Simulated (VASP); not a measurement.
# Al3Te3H (Pm-3m) in VASP: a series of runs

Runs on Al3Te3H. Level: PBE. Tasks: single point, relaxation of cell and atoms.

Everything below comes from runs of VASP 6.6.1. Logs are shortened: lines on timing, memory, paths and dates and some standing lists are left out, and cuts for length are marked.

## (1) The cell of the first run

The structure is cubic, space group Pm-3m (No. 221). The conventional cell has a = 5.581 Å, b = 5.581 Å, c = 5.581 Å, α = 90.00°, β = 90.00°, γ = 90.00°. Al (site symmetry 4/mmm) has 4 Te at 2.79 Å and 2 H at 2.79 Å within 3.7 Å. Within 3.7 Å of Te (site symmetry 4/mmm) lie 4 Al at 2.79 Å. Within 3.7 Å of H (site symmetry m-3m) lie 6 Al at 2.79 Å.

## (2) Single point, PBE

The input, INCAR:

```
SYSTEM = Al3Te3H
  PREC = Accurate
  ENCUT = 520
  EDIFF = 1E-6
  ISMEAR = 0
  SIGMA = 0.1
  LREAL = .False.
  LASPH = .True.
  NELM = 60
  ALGO = Normal
  ISIF = 2
  LWAVE = .False.
  LCHARG = .False.
  GGA = PE
  NBANDS = 23
```

The input, KPOINTS:

```
Automatic mesh
0
Gamma
  4 4 4
  0 0 0
```

The input, POSCAR:

```
Al3Te3H
1.0
    5.5807427785      0.0000000000      0.0000000000
    0.0000000000      5.5807427785      0.0000000000
    0.0000000000      0.0000000000      5.5807427785
Al Te H
3 3 1
Direct
    0.0000000000      0.5000000000      0.5000000000
    0.5000000000      0.0000000000      0.5000000000
    0.5000000000      0.5000000000      0.0000000000
    0.5000000000      0.0000000000      0.0000000000
    0.0000000000      0.5000000000      0.0000000000
    0.0000000000      0.0000000000      0.5000000000
    0.5000000000      0.5000000000      0.5000000000
```

Potentials or basis: VASP PAW PBE potentials, release 64 (Al, Te, H).

Command:

```sh
> cat potpaw_PBE.64/Al/POTCAR potpaw_PBE.64/Te/POTCAR potpaw_PBE.64/H/POTCAR > POTCAR
> mpirun -np 1 vasp_std > vasp.out
```

OUTCAR:

```text
SYSTEM = Al3Te3H
   PREC = Accurate
   ENCUT = 520
   EDIFF = 1E-6
   ISMEAR = 0
   LREAL = .False.
   LASPH = .True.
   NELM = 60
   ISIF = 2
   GGA = PE

 ion  position               nearest neighbor table
   1  0.000  0.500  0.500-   5 2.79   6 2.79   5 2.79   6 2.79
   2  0.500  0.000  0.500-   4 2.79   6 2.79   4 2.79   6 2.79
   3  0.500  0.500  0.000-   4 2.79   5 2.79   4 2.79   5 2.79
   4  0.500  0.000  0.000-   2 2.79   3 2.79   2 2.79   3 2.79
   5  0.000  0.500  0.000-   1 2.79   3 2.79   1 2.79   3 2.79
   6  0.000  0.000  0.500-   1 2.79   2 2.79   1 2.79   2 2.79
   7  0.500  0.500  0.500-

  LATTYP: Found a simple cubic cell.
 ALAT       =     5.5807427785

  Lattice vectors:

 A1 = (   5.5807427785,   0.0000000000,   0.0000000000)
 A2 = (   0.0000000000,   5.5807427785,   0.0000000000)
 A3 = (   0.0000000000,   0.0000000000,   5.5807427785)

Analysis of symmetry for initial positions (statically):
=====================================================================
 Subroutine PRICEL returns:
 Original cell was already a primitive cell.

 Routine SETGRP: Setting up the symmetry group for a
 simple cubic supercell.

 Subroutine GETGRP returns: Found 48 space group operations
 (whereof 48 operations were pure point group operations)
 out of a pool of 48 trial point group operations.

The static configuration has the point symmetry O_h .

Analysis of symmetry for dynamics (positions and initial velocities):
=====================================================================
 Subroutine PRICEL returns:
 Original cell was already a primitive cell.

 Routine SETGRP: Setting up the symmetry group for a
 simple cubic supercell.

 Subroutine GETGRP returns: Found 48 space group operations
 (whereof 48 operations were pure point group operations)
 out of a pool of 48 trial point group operations.

The dynamic configuration has the point symmetry O_h .

 Subroutine INISYM returns: Found 48 space group operations
 (whereof 48 operations are pure point group operations),
 and found     1 'primitive' translations

----------------------------------------------------------------------------------------

                                     Primitive cell

  volume of cell :     173.8105

  direct lattice vectors                    reciprocal lattice vectors
     5.580742779  0.000000000  0.000000000     0.179187617  0.000000000  0.000000000
     0.000000000  5.580742779  0.000000000     0.000000000  0.179187617  0.000000000
     0.000000000  0.000000000  5.580742779     0.000000000  0.000000000  0.179187617

  length of vectors
     5.580742779  5.580742779  5.580742779     0.179187617  0.179187617  0.179187617

  position of ions in fractional coordinates (direct lattice)
     0.000000000  0.500000000  0.500000000
     0.500000000  0.000000000  0.500000000
     0.500000000  0.500000000  0.000000000
     0.500000000  0.000000000  0.000000000
     0.000000000  0.500000000  0.000000000
     0.000000000  0.000000000  0.500000000
     0.500000000  0.500000000  0.500000000

  ion indices of the primitive-cell ions
   primitive index   ion index
                 1           1
                 2           2
                 3           3
                 4           4
                 5           5
                 6           6
                 7           7

----------------------------------------------------------------------------------------

 KPOINTS: Automatic mesh

Automatic generation of k-mesh.
 Grid dimensions read from file:
 generate k-points for:    4    4    4

 Generating k-lattice:

  Cartesian coordinates                     Fractional coordinates (reciprocal lattice)
     0.044796904  0.000000000  0.000000000     0.250000000  0.000000000  0.000000000
     0.000000000  0.044796904  0.000000000     0.000000000  0.250000000  0.000000000
     0.000000000  0.000000000  0.044796904     0.000000000  0.000000000  0.250000000

  Length of vectors
     0.044796904  0.044796904  0.044796904

  Shift w.r.t. Gamma in fractional coordinates (k-lattice)
     0.000000000  0.000000000  0.000000000

 Subroutine IBZKPT returns following result:
 ===========================================

 Found     10 irreducible k-points:

 Following reciprocal coordinates:
            Coordinates               Weight
  0.000000  0.000000  0.000000      1.000000
  0.250000  0.000000  0.000000      6.000000
  0.500000  0.000000  0.000000      3.000000
  0.250000  0.250000  0.000000     12.000000
  0.500000  0.250000  0.000000     12.000000
  0.500000  0.500000  0.000000      3.000000
  0.250000  0.250000  0.250000      8.000000
  0.500000  0.250000  0.250000     12.000000
  0.500000  0.500000  0.250000      6.000000
  0.500000  0.500000  0.500000      1.000000
   k-points           NKPTS =     10   k-points in BZ     NKDIM =     10   number of bands    NBANDS=     23
   number of dos      NEDOS =    301   number of ions     NIONS =      7
   total plane-waves  NPLWV =  74088
   dimension x,y,z NGX =    42 NGY =   42 NGZ =   42
   dimension x,y,z NGXF=    84 NGYF=   84 NGZF=   84
   ions per type =               3   3   1
   NGX,Y,Z   is equivalent  to a cutoff of  12.51, 12.51, 12.51 a.u.
   NGXF,Y,Z  is equivalent  to a cutoff of  25.02, 25.02, 25.02 a.u.
 SYSTEM =  Al3Te3H
   PREC   = accura    normal or accurate (medium, high low for compatibility)
   ISTART =      0    job   : 0-new  1-cont  2-samecut
   ICHARG =      2    charge: 1-file 2-atom 10-const
   ISPIN  =      1    spin polarized calculation?
   LNONCOLLINEAR =      F non collinear calculations
   LSORBIT =      F    spin-orbit coupling
   LASPH  =      T    aspherical Exc in radial PAW
   ENCUT  =  520.0 eV  38.22 Ry    6.18 a.u.  10.38 10.38 10.38*2*pi/ulx,y,z
   NELM   =     60;   NELMIN=  2; NELMDL= -5     # of ELM steps
   EDIFF  = 0.1E-05   stopping-criterion for ELM
   LREAL  =      F    real-space projection
   EDIFFG = 0.1E-04   stopping-criterion for IOM
   NSW    =      0    number of steps for IOM
   IBRION =     -1    ionic relax: 0-MD 1-quasi-New 2-CG
   NFREE  =      0    steps in history (QN), initial steepest desc. (CG)
   ISIF   =      2    stress and relaxation
   ISYM   =      2    0-nonsym 1-usesym 2-fastsym
   POTIM  = 0.5000    time-step for ionic-motion
   TEBEG  =    0.0;   TEEND  =   0.0 temperature during run
   PSTRESS=    0.0 pullay stress
   NELECT =      28.0000    total number of electrons
   NUPDOWN=      -1.0000    fix difference up-down
   EMIN   =  10.00;   EMAX   =-10.00  energy-range for DOS
   EFERMI =   0.00;   METHOD = LEGACY
   ISMEAR =     0;   SIGMA  =   0.10  broadening in eV -4-tet -1-fermi 0-gaus
   EFERMI_NEDOS =   21; number of points for ismear=-14 and -15
   IALGO  =     38    algorithm
   IMIX   =      4    mixing-type and parameters
     AMIX     =   0.40;   BMIX     =  1.00
     AMIX_MAG =   1.60;   BMIX_MAG =  1.00
  volume/ion in A,a.u.               =      24.83       167.56
  Fermi-wavevector in a.u.,A,eV,Ry     =   0.890777  1.683324 10.795993  0.793483
  Thomas-Fermi vector in A             =   2.012511
   LORBIT       =      0    0 simple, 1 ext, 2 COOP (PROOUT), +10 PAW based schemes
   GGA     = PE    functional components
   LHFCALC =     F    Hartree Fock is set to
   AEXX    =    0.0000 exact exchange contribution
   IVDW    =     0    specifies the selected vdW correction
   LEPSILON=     F    determine dielectric tensor
   LRPA    =     F    only Hartree local field effects (RPA)
 non-spin polarized calculation
 Gauss-broadening in eV      SIGMA  =   0.10
  energy-cutoff  :      520.00
  volume of cell :      173.81
 maximum number of plane-waves:      4713
 NGX is ok and might be reduce to    42
   NGX = 21   NGY = 21   NGZ = 21

 number of electron      28.0000000 magnetization

 Free energy of the ion-electron system (eV)
  ---------------------------------------------------
  ext. energy  EPLUGINS =         0.00000000
  ---------------------------------------------------
  free energy    TOTEN  =       -22.16780726 eV

  energy without entropy =      -22.12984004  energy(sigma->0) =      -22.14882365

 E-fermi :   5.4522     XC(G=0):  -9.0297

 val. band max:        5.4291136128   @ k =   0.2500   0.0000   0.0000
 cond. band min:       5.4683349749   @ k =   0.5000   0.5000   0.5000
 fundamental gap:      0.0392213621
 Fermi energy:         5.4522273911

 k-point     1 :       0.0000    0.0000    0.0000
  band No.  band energies     occupation
      1      -7.1845      2.00000
      2      -5.4959      2.00000
      3      -5.4959      2.00000
      4       0.3610      2.00000
      5       0.3610      2.00000
      6       0.3610      2.00000
[... 15 lines left out ...]
     22       8.4200      0.00000
     23      10.1407      0.00000

 k-point     2 :       0.2500    0.0000    0.0000
  band No.  band energies     occupation
      1      -6.9950      2.00000
      2      -5.7828      2.00000
      3      -5.4387      2.00000
      4      -0.2270      2.00000
      5       0.5753      2.00000
      6       0.5753      2.00000
[... 15 lines left out ...]
     22       9.8172      0.00000
     23      10.3629      0.00000

 k-point     3 :       0.5000    0.0000    0.0000
  band No.  band energies     occupation
      1      -6.6221      2.00000
      2      -6.2508      2.00000
      3      -5.3781      2.00000
      4      -0.4444      2.00000
      5       0.0990      2.00000
      6       1.0524      2.00000
[... 15 lines left out ...]
     22       9.5544      0.00000
     23      10.2962      0.00000
[... 131 lines left out ...]
 k-point     9 :       0.5000    0.5000    0.2500
  band No.  band energies     occupation
      1      -6.0079      2.00000
      2      -6.0079      2.00000
      3      -5.9480      2.00000
      4      -1.6325      2.00000
      5      -0.8902      2.00000
      6      -0.8902      2.00000
[... 15 lines left out ...]
     22       9.3880      0.00000
     23       9.4354      0.00000

 k-point    10 :       0.5000    0.5000    0.5000
  band No.  band energies     occupation
      1      -5.9249      2.00000
      2      -5.9249      2.00000
      3      -5.9249      2.00000
      4      -1.4611      2.00000
      5      -1.4611      2.00000
      6      -1.4611      2.00000
[... 15 lines left out ...]
     22       8.4118      0.00000
     23       8.4118      0.00000

------------------------ aborting loop because EDIFF is reached ----------------------------------------

  FORCE on cell =-STRESS in cart. coord.  units (eV):
  Direction    XX          YY          ZZ          XY          YZ          ZX
  --------------------------------------------------------------------------------------
  -------------------------------------------------------------------------------------
  Total        0.4014132      0.4014132      0.4014132      0.0000000     -0.0000000      0.0000000
  in kB        3.7002089      3.7002089      3.7002089      0.0000000     -0.0000000      0.0000000
  external PRESSURE =       3.7002089 kB  Pullay stress =       0.0000000 kB

 VOLUME and BASIS-vectors are now :
 -----------------------------------------------------------------------------
  energy-cutoff  :      520.00
  volume of cell :      173.81
      direct lattice vectors                 reciprocal lattice vectors
     5.580742779  0.000000000  0.000000000     0.179187617  0.000000000  0.000000000
     0.000000000  5.580742779  0.000000000     0.000000000  0.179187617  0.000000000
     0.000000000  0.000000000  5.580742779     0.000000000  0.000000000  0.179187617

 POSITION                                       TOTAL-FORCE (eV/Angst)
 -----------------------------------------------------------------------------------
      0.00000      2.79037      2.79037         0.000000      0.000000      0.000000
      2.79037      0.00000      2.79037         0.000000      0.000000      0.000000
      2.79037      2.79037      0.00000         0.000000      0.000000      0.000000
      2.79037      0.00000      0.00000         0.000000      0.000000      0.000000
      0.00000      2.79037      0.00000         0.000000      0.000000      0.000000
      0.00000      0.00000      2.79037         0.000000      0.000000      0.000000
      2.79037      2.79037      2.79037         0.000000      0.000000      0.000000
 -----------------------------------------------------------------------------------
    total drift:                               -0.000000      0.000000     -0.000000

  FREE ENERGIE OF THE ION-ELECTRON SYSTEM (eV)
  ---------------------------------------------------
  free  energy   TOTEN  =       -22.1678072581 eV

  energy  without entropy=      -22.1298400382  energy(sigma->0) =      -22.14882365
```

Run time: 33 s. Hardware: 1 thread of AMD EPYC 7R13 (Zen 3), shared host; peak memory 0.23 GiB.

Results:

```yaml
Free_energy: -22.1678 eV
Pressure: 0.4 GPa
Band_gap_on_the_k_mesh: zero (band 14 reaches 7.51 eV, above the bottom of band 15 at 4.83 eV)
```

Levels at points of the mesh, in eV from the Fermi level:
```tsv
k point	band 12	band 13	band 14	band 15	band 16	band 17
(0.00, 0.00, 0.00)	-2.66	-0.62	-0.62	-0.62	0.48	2.42
(0.50, 0.00, 0.00)	-1.72	-1.07	-1.07	1.13	1.18	1.18
(0.50, 0.50, 0.00)	-1.52	-0.35	-0.03	1.19	1.19	2.11
(0.50, 0.50, 0.50)	0.02	0.02	2.06	2.06	2.06	2.49
```

Caveat: spin-orbit coupling is left out, which moves the levels of the heavy elements.

(Part 1 of 2 ends here.)
